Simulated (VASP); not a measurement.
A run of VASP 6.6.1:

INCAR

```
PREC     = Accurate       # precision mode
ENCUT    = 500            # plane-wave cutoff, eV
EDIFF    = 1E-7           # SCF threshold, eV
ISMEAR   = 0              # smearing method
SIGMA    = 0.1            # smearing width, eV
LREAL    = F              # projectors in reciprocal space
LASPH    = T              # aspherical terms in the spheres
NELM     = 120            # most SCF steps
ALGO     = Normal         # electronic algorithm
ISIF     = 3              # what is computed and relaxed
LWAVE    = F              # write WAVECAR
LCHARG   = F              # write CHGCAR
GGA      = PS             # functional
IBRION   = 2              # ionic algorithm
NSW      = 70             # ionic steps
EDIFFG   = -0.005         # ionic threshold
GGA_COMPAT= F            
NELMIN   = 4
```

The input KPOINTS:

```
regular mesh
0
Gamma
  12 12 12
```

File POSCAR:

```
Sb
1.0
    2.1616083304      1.2480051515      3.6796745313
   -2.1616083304      1.2480051515      3.6796745313
    0.0000000000     -2.4960103029      3.6796745313
Sb
2
Direct
    0.2361487230      0.2361487230      0.2361487230
    0.7638512770      0.7638512770      0.7638512770
```

Potentials or basis: VASP PAW PBE potentials, release 64 (Sb).

The run is started by

```console
$ cat potpaw_PBE.64/Sb/POTCAR > POTCAR
$ mpirun -np 1 vasp_std > vasp.out
```

Hardware: 1 thread of Intel(R) Xeon(R) Platinum 8259CL CPU @ 2.50GHz (Skylake/Cascade Lake) (shared host).

Task: How long does it take, and how much memory?

Result: It took 83 s on 1 thread of Intel(R) Xeon(R) Platinum 8259CL CPU @ 2.50GHz (Skylake/Cascade Lake), on a shared host, peak memory 0.25 GiB. Counts: scf iterations 21, k points 189, ion steps 3.
